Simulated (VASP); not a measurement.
LaTe:

```
La Te
1.0
     0.00000    3.21800    3.21800
     3.21800    0.00000    3.21800
     3.21800    3.21800    0.00000
La Te
1 1
Direct
  0.00000 0.00000 0.00000
  0.50000 0.50000 0.50000
```

```yaml
Program: VASP 6.6.1
Task: relaxation of cell and atoms
Functional: LDA
Potentials_or_basis: VASP PAW LDA potentials, release 64 (La, Te)
Cutoff: 600 eV
k_mesh: 7 × 7 × 7
Occupations: fermi-dirac, width 0.1 eV
Spin: no spin polarisation
```

At the start: pressure -2.4 GPa; volume 33.32 Å³/atom.

Problem. How do energy, volume and symmetry change on relaxing?

Solution. Over 3 steps the energy falls by 10.5 meV/atom and the volume is 32.00 Å³/atom (-4.0 %); space group Fm-3m (No. 225, to 0.05 Å).

The path:
```csv
step,energy change (eV),largest force (eV/Å),pressure (GPa),volume (Å³)
1,0.0000,0.0000,-2.44,66.65
2,-0.0060,0.0000,2.36,61.88
3,-0.0210,0.0000,-0.02,63.99
```

Final structure:
```xyz
2
Lattice="0.0000 3.1747 3.1747 3.1747 0.0000 3.1747 3.1747 3.1747 0.0000" Properties=species:S:1:pos:R:3 pbc="T T T"
La    0.0000    0.0000    0.0000
Te    3.1747    3.1747    3.1747
```
